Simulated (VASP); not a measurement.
A run of VASP 6.6.1 is set up as follows.

File INCAR:

```
SYSTEM = WC
ALGO = Normal ; EDIFF = 1E-7
ENCUT = 520 ; GGA = PE
ISIF = 2 ; ISMEAR = 0
LASPH = .TRUE. ; LCHARG = .TRUE.
LELF = .TRUE. ; LREAL = .FALSE.
LVHAR = .TRUE. ; LWAVE = .FALSE.
NBANDS = 26 ; NELM = 80
PREC = Accurate ; SIGMA = 0.2
```

Contents of KPOINTS:

```
k-points
0
G
  8 8 8
  0 0 0
```

The input POSCAR:

```
WC
1.0
   -0.0026149834      2.3340216200      2.3330867819
    2.3332048211      2.3319001066     -0.0005220111
   -2.3984200723      4.7301099861     -2.3937071922
W C
2 2
Direct
   -0.0011904938     -0.0007793199      1.0025624548
    0.4988680745      0.4992350108      0.5025654993
    0.3761380824      0.3757614869      0.8724339127
    0.8761843370      0.8757828221      0.3724381331
```

Potentials or basis: VASP PAW PBE potentials, release 64 (W_sv, C).

Launch:

```sh
$ cat potpaw_PBE.64/W_sv/POTCAR potpaw_PBE.64/C/POTCAR > POTCAR
$ mpirun -np 1 vasp_std > vasp.out
```

(1) Predict the band gap on the k mesh.

(2) What does it give for the pressure?

(3) What does it give for the largest force?

Answers

(1) zero (bands 18 and 19 overlap by 1.06 eV).

(2) 0.8 GPa.

(3) 0.004 eV/Å.

Caveat: spin-orbit coupling is left out, which moves the levels of the heavy elements.
